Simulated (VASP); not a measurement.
Here is a VASP 6.6.1 calculation.

File INCAR:

```
ALGO = Normal ; EDIFF = 1E-7
ENCUT = 520 ; GGA = PE
ISIF = 2 ; ISMEAR = 0
IVDW = 12 ; LASPH = True
LCHARG = False ; LREAL = Auto
LWAVE = False ; NBANDS = 54
NELM = 80 ; PREC = Accurate
SIGMA = 0.1
```

KPOINTS

```
Automatic mesh
0
Gamma
  4 4 4
  0.5 0.5 0.5
```

Contents of POSCAR:

```
P
1.0
    1.6612621559     -5.0957604361     -4.1668617613
    1.6612621559     -5.0957604361      4.1668617613
   -4.9837864676     -5.0957604361      0.0000000000
P
16
Direct
    0.6157366557      0.5438338617      0.0531901725
    0.3657366557      0.2938338617      0.5531901725
    0.1157366557      0.0438338617      0.0531901725
    0.8657366557      0.7938338617      0.5531901725
    0.1688338617      0.7407366557      0.3031901725
    0.9188338617      0.4907366557      0.8031901725
    0.6688338617      0.2407366557      0.3031901725
    0.4188338617      0.9907366557      0.8031901725
    0.6342633443      0.7061661383      0.4468098275
    0.3842633443      0.4561661383      0.9468098275
    0.1342633443      0.2061661383      0.4468098275
    0.8842633443      0.9561661383      0.9468098275
    0.0811661383      0.5092633443      0.1968098275
    0.8311661383      0.2592633443      0.6968098275
    0.5811661383      0.0092633443      0.1968098275
    0.3311661383      0.7592633443      0.6968098275
```

Potentials or basis: VASP PAW PBE potentials, release 64 (P).

Run with:

```console
$ cat potpaw_PBE.64/P/POTCAR > POTCAR
$ mpirun -np 1 vasp_std > vasp.out
```

(1) Predict the largest force.

(2) Estimate the pressure.

(3) What does it give for the dispersion energy per atom?

(4) What does it give for the band gap on the k mesh?

Results:

(1) 0.048 eV/Å.

(2) -0.4 GPa.

(3) -0.398 eV.

(4) zero (bands 40 and 41 overlap by 0.24 eV).
